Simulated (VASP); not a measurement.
Here is a VASP 6.6.1 calculation.

File INCAR:

```
SYSTEM = BiW
PREC = Accurate
ENCUT = 520
EDIFF = 1E-6
ISMEAR = 0
SIGMA = 0.05
LREAL = .FALSE.
LASPH = .TRUE.
NELM = 80
ALGO = Fast
ISIF = 2
LWAVE = .FALSE.
LCHARG = .FALSE.
GGA = PE
NBANDS = 37
```

File KPOINTS:

```
regular mesh
0
G
  10 10 6
  0 0 0
```

The input POSCAR:

```
BiW
1.0
    4.8305530658      0.0000000000      0.0000000000
   -2.4152765329      4.1833816693      0.0000000000
    0.0000000000      0.0000000000      5.1987079019
W Bi
2 2
Direct
    0.0000000000      0.0000000000      0.0000000000
    0.0000000000      0.0000000000      0.5000000000
    0.3333333333      0.6666666667      0.2500000000
    0.6666666667      0.3333333333      0.7500000000
```

Potentials or basis: VASP PAW PBE potentials, release 64 (W_sv, Bi_d).

Run with:

```bash
$ cat potpaw_PBE.64/W_sv/POTCAR potpaw_PBE.64/Bi_d/POTCAR > POTCAR
$ mpirun -np 1 vasp_std > vasp.out
```

Task: What does it give for the pressure?

Result: -8.2 GPa.

Task: Predict the band gap on the k mesh.

Result: Zero (bands 29 and 30 overlap by 1.24 eV).

Stress tensor (GPa, compression positive):
```
-8.30  0.00  0.00
 0.00 -8.30  0.00
 0.00  0.00 -8.08
```

Caveat: the cell stands under tension; spin-orbit coupling is left out, which moves the levels of the heavy elements.
